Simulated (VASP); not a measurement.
# CdTe (CsCl type) (Pm-3m) in VASP: notebook, part 2 of 2

VASP 6.6.1. The steps go on from the part before.

## 4. Single point, PBEsol (volume scaled by 0.6)

File INCAR:

```
PREC = Accurate
ENCUT = 520
EDIFF = 1E-6
ISMEAR = -1
SIGMA = 0.05
LREAL = F
LASPH = T
NELM = 100
ALGO = Normal
ISIF = 2
LWAVE = F
LCHARG = T
GGA = PS
LELF = T
LVHAR = T
NBANDS = 16
```

File KPOINTS:

```
Automatic mesh
0
Gamma
  13 13 13
```

File POSCAR:

```
CdTe
1.0
    3.1212265436      0.0000000000      0.0000000000
    0.0000000000      3.1212265436      0.0000000000
    0.0000000000      0.0000000000      3.1212265436
Cd Te
1 1
Direct
    0.0000000000      0.0000000000      0.0000000000
    0.5000000000      0.5000000000      0.5000000000
```

Potentials or basis: VASP PAW PBE potentials, release 64 (Cd, Te).

Command:

```
cat potpaw_PBE.64/Cd/POTCAR potpaw_PBE.64/Te/POTCAR > POTCAR
mpirun -np 1 vasp_std > vasp.out
```

OUTCAR:

```text
PREC = Accurate
   ENCUT = 520
   EDIFF = 1E-6
   ISMEAR = -1
   LREAL = F
   LASPH = T
   NELM = 100
   ISIF = 2
   GGA = PS

 ion  position               nearest neighbor table
   1  0.000  0.000  0.000-   2 2.70   2 2.70   2 2.70   2 2.70   2 2.70   2 2.70   2 2.70   2 2.70

   2  0.500  0.500  0.500-   1 2.70   1 2.70   1 2.70   1 2.70   1 2.70   1 2.70   1 2.70   1 2.70

  LATTYP: Found a simple cubic cell.
 ALAT       =     3.1212265436

  Lattice vectors:

 A1 = (   3.1212265436,   0.0000000000,   0.0000000000)
 A2 = (   0.0000000000,   3.1212265436,   0.0000000000)
 A3 = (   0.0000000000,   0.0000000000,   3.1212265436)

Analysis of symmetry for initial positions (statically):
=====================================================================
 Subroutine PRICEL returns:
 Original cell was already a primitive cell.

 Routine SETGRP: Setting up the symmetry group for a
 simple cubic supercell.

 Subroutine GETGRP returns: Found 48 space group operations
 (whereof 48 operations were pure point group operations)
 out of a pool of 48 trial point group operations.

The static configuration has the point symmetry O_h .

Analysis of symmetry for dynamics (positions and initial velocities):
=====================================================================
 Subroutine PRICEL returns:
 Original cell was already a primitive cell.

 Routine SETGRP: Setting up the symmetry group for a
 simple cubic supercell.

 Subroutine GETGRP returns: Found 48 space group operations
 (whereof 48 operations were pure point group operations)
 out of a pool of 48 trial point group operations.

The dynamic configuration has the point symmetry O_h .

 Subroutine INISYM returns: Found 48 space group operations
 (whereof 48 operations are pure point group operations),
 and found     1 'primitive' translations

----------------------------------------------------------------------------------------

                                     Primitive cell

  volume of cell :      30.4072

  direct lattice vectors                    reciprocal lattice vectors
     3.121226544  0.000000000  0.000000000     0.320386869  0.000000000  0.000000000
     0.000000000  3.121226544  0.000000000     0.000000000  0.320386869  0.000000000
     0.000000000  0.000000000  3.121226544     0.000000000  0.000000000  0.320386869

  length of vectors
     3.121226544  3.121226544  3.121226544     0.320386869  0.320386869  0.320386869

  position of ions in fractional coordinates (direct lattice)
     0.000000000  0.000000000  0.000000000
     0.500000000  0.500000000  0.500000000

  ion indices of the primitive-cell ions
   primitive index   ion index
                 1           1
                 2           2

----------------------------------------------------------------------------------------

 KPOINTS: Automatic mesh

Automatic generation of k-mesh.
 Grid dimensions read from file:
 generate k-points for:   13   13   13

 Generating k-lattice:

  Cartesian coordinates                     Fractional coordinates (reciprocal lattice)
     0.024645144  0.000000000  0.000000000     0.076923077  0.000000000  0.000000000
     0.000000000  0.024645144  0.000000000     0.000000000  0.076923077  0.000000000
     0.000000000  0.000000000  0.024645144     0.000000000  0.000000000  0.076923077

  Length of vectors
     0.024645144  0.024645144  0.024645144

  Shift w.r.t. Gamma in fractional coordinates (k-lattice)
     0.000000000  0.000000000  0.000000000

 Subroutine IBZKPT returns following result:
 ===========================================

 Found     84 irreducible k-points:

 Following reciprocal coordinates:
            Coordinates               Weight
  0.000000  0.000000  0.000000      1.000000
  0.076923  0.000000  0.000000      6.000000
  0.153846  0.000000  0.000000      6.000000
  0.230769  0.000000  0.000000      6.000000
  0.307692  0.000000  0.000000      6.000000
  0.384615  0.000000  0.000000      6.000000
[... 16 lines left out ...]
  0.307692  0.307692  0.000000     12.000000
  0.384615  0.307692  0.000000     24.000000
 [... further k-points ...]
   k-points           NKPTS =     84   k-points in BZ     NKDIM =     84   number of bands    NBANDS=     16
   number of dos      NEDOS =    301   number of ions     NIONS =      2
   total plane-waves  NPLWV =  13824
   dimension x,y,z NGX =    24 NGY =   24 NGZ =   24
   dimension x,y,z NGXF=    48 NGYF=   48 NGZF=   48
   ions per type =               1   1
   NGX,Y,Z   is equivalent  to a cutoff of  12.78, 12.78, 12.78 a.u.
   NGXF,Y,Z  is equivalent  to a cutoff of  25.57, 25.57, 25.57 a.u.
 SYSTEM =  unknown system
   PREC   = accura    normal or accurate (medium, high low for compatibility)
   ISTART =      0    job   : 0-new  1-cont  2-samecut
   ICHARG =      2    charge: 1-file 2-atom 10-const
   ISPIN  =      1    spin polarized calculation?
   LNONCOLLINEAR =      F non collinear calculations
   LSORBIT =      F    spin-orbit coupling
   LASPH  =      T    aspherical Exc in radial PAW
   ENCUT  =  520.0 eV  38.22 Ry    6.18 a.u.   5.80  5.80  5.80*2*pi/ulx,y,z
   NELM   =    100;   NELMIN=  2; NELMDL= -5     # of ELM steps
   EDIFF  = 0.1E-05   stopping-criterion for ELM
   LREAL  =      F    real-space projection
   EDIFFG = 0.1E-04   stopping-criterion for IOM
   NSW    =      0    number of steps for IOM
   IBRION =     -1    ionic relax: 0-MD 1-quasi-New 2-CG
   NFREE  =      0    steps in history (QN), initial steepest desc. (CG)
   ISIF   =      2    stress and relaxation
   ISYM   =      2    0-nonsym 1-usesym 2-fastsym
   POTIM  = 0.5000    time-step for ionic-motion
   TEBEG  =    0.0;   TEEND  =   0.0 temperature during run
   PSTRESS=    0.0 pullay stress
   NELECT =      18.0000    total number of electrons
   NUPDOWN=      -1.0000    fix difference up-down
   EMIN   =  10.00;   EMAX   =-10.00  energy-range for DOS
   EFERMI =   0.00;   METHOD = LEGACY
   ISMEAR =    -1;   SIGMA  =   0.05  broadening in eV -4-tet -1-fermi 0-gaus
   EFERMI_NEDOS =   21; number of points for ismear=-14 and -15
   IALGO  =     38    algorithm
   IMIX   =      4    mixing-type and parameters
     AMIX     =   0.40;   BMIX     =  1.00
     AMIX_MAG =   1.60;   BMIX_MAG =  1.00
  volume/ion in A,a.u.               =      15.20       102.60
  Fermi-wavevector in a.u.,A,eV,Ry     =   1.374592  2.597602 25.708239  1.889502
  Thomas-Fermi vector in A             =   2.500004
   LORBIT       =      0    0 simple, 1 ext, 2 COOP (PROOUT), +10 PAW based schemes
   GGA     = PS    functional components
   LHFCALC =     F    Hartree Fock is set to
   AEXX    =    0.0000 exact exchange contribution
   IVDW    =     0    specifies the selected vdW correction
   LEPSILON=     F    determine dielectric tensor
   LRPA    =     F    only Hartree local field effects (RPA)
 non-spin polarized calculation
  energy-cutoff  :      520.00
  volume of cell :       30.41
 maximum number of plane-waves:       840
 NGX is ok and might be reduce to    24
   NGX = 11   NGY = 11   NGZ = 11

 number of electron      18.0000006 magnetization

 Free energy of the ion-electron system (eV)
  ---------------------------------------------------
  ext. energy  EPLUGINS =         0.00000000
  ---------------------------------------------------
  free energy    TOTEN  =        -0.59193699 eV

  energy without entropy =       -0.58361589  energy(sigma->0) =       -0.58777644

 E-fermi :  12.6928     XC(G=0): -13.1902

 val. band max:       12.6840984314   @ k =   0.3846   0.3077   0.1538
 cond. band min:      12.7062433567   @ k =   0.3846   0.0769   0.0769
 fundamental gap:      0.0221449252
 Fermi energy:        12.6928016050

 k-point     1 :       0.0000    0.0000    0.0000
  band No.  band energies     occupation
      1      -5.0600      2.00000
      2       1.4253      2.00000
      3       1.4253      2.00000
      4       2.5906      2.00000
      5       2.5906      2.00000
      6       2.5906      2.00000
[... 8 lines left out ...]
     15      26.2098      0.00000
     16      27.7701      0.00000
[... 419 lines left out ...]
 k-point    24 :       0.3846    0.3077    0.0000
  band No.  band energies     occupation
      1      -2.2065      2.00000
      2       1.3637      2.00000
      3       2.1390      2.00000
      4       2.1552      2.00000
      5       2.3199      2.00000
      6       2.3755      2.00000
[... 8 lines left out ...]
     15      24.2788      0.00000
     16      26.1191      0.00000

 [... further k-points ...]

------------------------ aborting loop because EDIFF is reached ----------------------------------------

  FORCE on cell =-STRESS in cart. coord.  units (eV):
  Direction    XX          YY          ZZ          XY          YZ          ZX
  --------------------------------------------------------------------------------------
  -------------------------------------------------------------------------------------
  Total       19.7055084     19.7055084     19.7055084      0.0000000      0.0000000     -0.0000000
  in kB     1038.2987971   1038.2987971   1038.2987971      0.0000000      0.0000000     -0.0000000
  external PRESSURE =    1038.2987971 kB  Pullay stress =       0.0000000 kB

 VOLUME and BASIS-vectors are now :
 -----------------------------------------------------------------------------
  energy-cutoff  :      520.00
  volume of cell :       30.41
      direct lattice vectors                 reciprocal lattice vectors
     3.121226544  0.000000000  0.000000000     0.320386869  0.000000000  0.000000000
     0.000000000  3.121226544  0.000000000     0.000000000  0.320386869  0.000000000
     0.000000000  0.000000000  3.121226544     0.000000000  0.000000000  0.320386869

 POSITION                                       TOTAL-FORCE (eV/Angst)
 -----------------------------------------------------------------------------------
      0.00000      0.00000      0.00000         0.000000      0.000000      0.000000
      1.56061      1.56061      1.56061         0.000000      0.000000      0.000000
 -----------------------------------------------------------------------------------
    total drift:                               -0.000000      0.000000      0.000000

  FREE ENERGIE OF THE ION-ELECTRON SYSTEM (eV)
  ---------------------------------------------------
  free  energy   TOTEN  =        -0.5919369860 eV

  energy  without entropy=       -0.5836158870  energy(sigma->0) =       -0.58777644
```

It took 12 s on 1 thread of Intel Xeon 6975P-C (Granite Rapids), shared host; peak memory 0.17 GiB.

What came out:

```yaml
Free_energy: -0.5919 eV
Pressure: 103.8 GPa
Band_gap_on_the_k_mesh: zero (band 9 reaches 14.30 eV, above the bottom of band 10 at 10.55 eV)
```

Caveat: the PAW data sets were made with another functional, which shifts forces and pressure a little; spin-orbit coupling is left out, which moves the levels of the heavy elements.

## 5. Single point, PBEsol (volume scaled by 0.7)

File INCAR:

```
  PREC = Accurate
  ENCUT = 520
  EDIFF = 1E-7
  ISMEAR = -1
  SIGMA = 0.05
  LREAL = False
  LASPH = True
  NELM = 60
  ALGO = Normal
  ISIF = 2
  LWAVE = False
  LCHARG = False
  GGA = PS
  NBANDS = 16
```

File KPOINTS:

```
regular mesh
0
Gamma
  13 13 13
```

File POSCAR:

```
CdTe
1.0
    3.2857982058      0.0000000000      0.0000000000
    0.0000000000      3.2857982058      0.0000000000
    0.0000000000      0.0000000000      3.2857982058
Cd Te
1 1
Direct
    0.0000000000      0.0000000000      0.0000000000
    0.5000000000      0.5000000000      0.5000000000
```

Command:

```
cat potpaw_PBE.64/Cd/POTCAR potpaw_PBE.64/Te/POTCAR > POTCAR
mpirun -np 1 vasp_std > vasp.out
```

It took 11 s on 1 thread of Intel Xeon 6975P-C (Granite Rapids), shared host; peak memory 0.17 GiB.

The run converged. Its results:

| Quantity | Value |
| --- | --- |
| Free energy | -2.9074 eV |
| Pressure | 49.2 GPa |
| Band gap on the k mesh | zero (band 9 reaches 11.20 eV, above the bottom of band 10 at 8.22 eV) |

Levels at points of the mesh, in eV from the Fermi level:
```
           k point  band 6  band 7  band 8  band 9  band 10  band 11  band 12  band 13
(0.00, 0.00, 0.00)   -9.32   -1.82   -1.82   -1.82     0.88     4.54     4.54    13.26
```

Caveat: the PAW data sets were made with another functional, which shifts forces and pressure a little; spin-orbit coupling is left out, which moves the levels of the heavy elements.

## 6. Single point, PBEsol (volume scaled by 0.8)

File INCAR:

```
PREC = Accurate ; ENCUT = 520
EDIFF = 1E-7 ; ISMEAR = -1
SIGMA = 0.05 ; LREAL = False
LASPH = True ; NELM = 80
ALGO = Normal ; ISIF = 2
LWAVE = False ; LCHARG = False
GGA = PS ; NBANDS = 16
```

File KPOINTS:

```
Automatic mesh
0
Gamma
  13 13 13
```

File POSCAR:

```
CdTe
1.0
    3.4353543247      0.0000000000      0.0000000000
    0.0000000000      3.4353543247      0.0000000000
    0.0000000000      0.0000000000      3.4353543247
Cd Te
1 1
Direct
    0.0000000000      0.0000000000      0.0000000000
    0.5000000000      0.5000000000      0.5000000000
```

Potentials or basis: VASP PAW PBE potentials, release 64 (Cd, Te).

Command:

```
cat potpaw_PBE.64/Cd/POTCAR potpaw_PBE.64/Te/POTCAR > POTCAR
mpirun -np 1 vasp_std > vasp.out
```

Run time: 20 s. Hardware: 1 thread of Intel Xeon 6975P-C (Granite Rapids), shared host; peak memory 0.19 GiB.

It converged, with:

```
Free energy            : -3.9915 eV
Pressure               : 22.3 GPa
Band gap on the k mesh : zero (band 9 reaches 8.92 eV, above the bottom of band 10 at 6.59 eV)
```

Levels at points of the mesh, in eV from the Fermi level:
```csv
k point,band 6,band 7,band 8,band 9,band 10,band 11,band 12,band 13
"(0.00, 0.00, 0.00)",-8.85,-1.51,-1.51,-1.51,0.01,4.62,4.62,11.84
```

Caveat: the PAW data sets were made with another functional, which shifts forces and pressure a little; spin-orbit coupling is left out, which moves the levels of the heavy elements.

## 7. Overview

```tsv
cell	gap on the mesh (eV)	pressure (GPa)
a = 2.937 Å, 2 atoms	none	223.0
a = 3.121 Å, 2 atoms	none	103.8
a = 3.286 Å, 2 atoms	none	49.2
a = 3.435 Å, 2 atoms	none	22.3
```

Alike in all rows: task single point; level PBEsol; potentials or basis VASP PAW PBE potentials, release 64 (Cd, Te); no spin polarisation; k mesh 13 × 13 × 13; cutoff (eV) 520; smearing fermi-dirac 0.05 eV.

Caveats: the PAW data sets were made with another functional, which shifts forces and pressure a little; spin-orbit coupling is left out, which moves the levels of the heavy elements.

Absolute energies hang on the potentials; compare differences alone.
